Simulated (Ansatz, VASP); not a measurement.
# Mg in VASP and in Ansatz

```xyz
2
Lattice="3.2093 0.0000 0.0000 -1.6046 2.7793 0.0000 0.0000 0.0000 5.2103" Properties=species:S:1:pos:R:3 pbc="T T T"
Mg   -0.2250    1.6279    1.3026
Mg    1.6046    0.9264    3.9077
```

Alike in both runs: task single point; functional PBE; k mesh 18 × 18 × 10; occupations gaussian, width 0.15 eV; no spin polarisation.

|  | VASP | Ansatz |
| --- | --- | --- |
| version | VASP 6.6.1 | Ansatz 0.2.0 |
| potentials or method | VASP PAW PBE potentials, release 64 (Mg), cutoff 520 eV | scalar-relativistic, plane waves, PAW |
| valence electrons in the cell | 4 | 20 |

|  | VASP | Ansatz | Ansatz less VASP |
| --- | --- | --- | --- |
| gap on the k mesh at the Fermi level (eV) | none | none | - |
| pressure (GPa) | -0.3 | -0.2 | +0.12 |
| traceless stress, the component that is largest in VASP (GPa) | -0.79 | -0.79 | -0.002 |
| rms of the force components (eV/Å) | 0.148 | 0.148 | -0.0003 |

Atom by atom the forces differ by 0.000 eV/Å (rms over components). A gap of «none» marks a metal or a gap that the smearing closes. VASP's potentials hold 4 valence electrons a cell and Ansatz's 20, so a difference there can come from the potentials and not from the codes.
